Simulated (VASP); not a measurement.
## BeS: single point with PBE+D4

Crystal: BeS.

```
Be S
1.0
     0.00000    2.39768    2.39768
     2.39768    0.00000    2.39768
     2.39768    2.39768    0.00000
Be S
1 1
Direct
  0.00000 0.00000 0.00000
  0.75000 0.75000 0.75000
```

This cell differs from its parent crystal: volume scaled by 0.98.

```json
{
  "Program": "VASP 6.6.1",
  "Task": "single point",
  "Functional": "PBE",
  "Dispersion": "D4",
  "Potentials or basis": "VASP PAW PBE potentials, release 64 (Be, S)",
  "Cutoff": "600 eV",
  "k mesh": "8 × 8 × 8",
  "Occupations": "gaussian, width 0.05 eV",
  "Spin": "no spin polarisation",
  "Dipole correction": "no",
  "Further INCAR settings": "ALGO = Normal; EDIFF = 1e-06; NBANDS = 11"
}
```

```yaml
Pressure: 2.1 GPa
Band_gap_on_the_k_mesh: 3.03 eV, indirect (least direct gap 5.65 eV)
Dispersion_energy_per_atom: -0.272 eV
```

Levels at points of the mesh, in eV from the valence-band top:
```
           k point  band 1  band 2  band 3  band 4  band 5  band 6  band 7  band 8  band 9
(0.00, 0.00, 0.00)  -13.93    0.00    0.00    0.00    5.65    5.65    5.65    6.18   12.88
(0.50, 0.00, 0.00)  -12.22   -6.01   -1.08   -1.08    5.60    6.55    6.55   11.37   15.10
(0.50, 0.50, 0.00)  -11.64   -5.20   -2.76   -2.76    3.03    4.89   13.06   13.06   16.02
```

It took 8.8 s on 1 thread of AMD EPYC 7R13 Processor (Zen 3) (shared host), peak memory 0.12 GiB.

 A k mesh can miss the band edges.
